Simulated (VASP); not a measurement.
Set up this calculation in VASP 6.6.1, as the native input.

```
Task                   : relaxation of cell and atoms
Functional             : PBE
Potentials or basis    : VASP PAW PBE potentials, release 64 (Pb_d)
Cutoff                 : 600 eV
k mesh                 : 15 × 15 × 15
Occupations            : fermi-dirac, width 0.1 eV
Spin                   : no spin polarisation
Dipole correction      : no
Further INCAR settings : ALGO = Normal; EDIFF = 1e-06; IBRION = 2; EDIFFG = -0.005; NSW = 60; ISIF = 3
```

The structure of Pb lies in POSCAR:

```
Pb
1.0
   -1.9982067259      1.9982067259      1.9982067259
    1.9982067259     -1.9982067259      1.9982067259
    1.9982067259      1.9982067259     -1.9982067259
Pb
1
Direct
    0.0000000000      0.0000000000      0.0000000000
```

One way to write it, as run:

INCAR

```
ALGO = Normal
EDIFF = 1E-6
EDIFFG = -0.005
ENCUT = 600
GGA = PE
IBRION = 2
ISIF = 3
ISMEAR = -1
LASPH = True
LCHARG = False
LREAL = False
LWAVE = False
NELM = 80
NSW = 60
PREC = Accurate
SIGMA = 0.1
```

KPOINTS

```
k-points
0
Gamma
  15 15 15
```

Potentials or basis: VASP PAW PBE potentials, release 64 (Pb_d).

Command:

```sh
$ cat potpaw_PBE.64/Pb_d/POTCAR > POTCAR
$ mpirun -np 1 vasp_std > vasp.out
```

Results of the run:

* Relaxed volume: 32.02 Å³/atom
* Relaxed cell: a = 3.465 Å, b = 3.465 Å, c = 3.465 Å, α = 109.47°, β = 109.47°, γ = 109.47°
* Space group after relaxing (to 0.05 Å): Im-3m (No. 229)
* Energy gained by relaxing: 0.0 meV/atom
* Ionic steps: 2
* Pressure after relaxing: 0.0 GPa
* Band gap on the k mesh: zero (band 7 reaches 13.85 eV, above the bottom of band 8 at 4.77 eV)

Caveat: spin-orbit coupling is left out, which moves the levels of the heavy elements.

Run time: 39 s on 1 thread of Intel(R) Xeon(R) Platinum 8375C CPU @ 2.90GHz (Ice Lake), with other jobs on the host, peak memory 0.19 GiB.
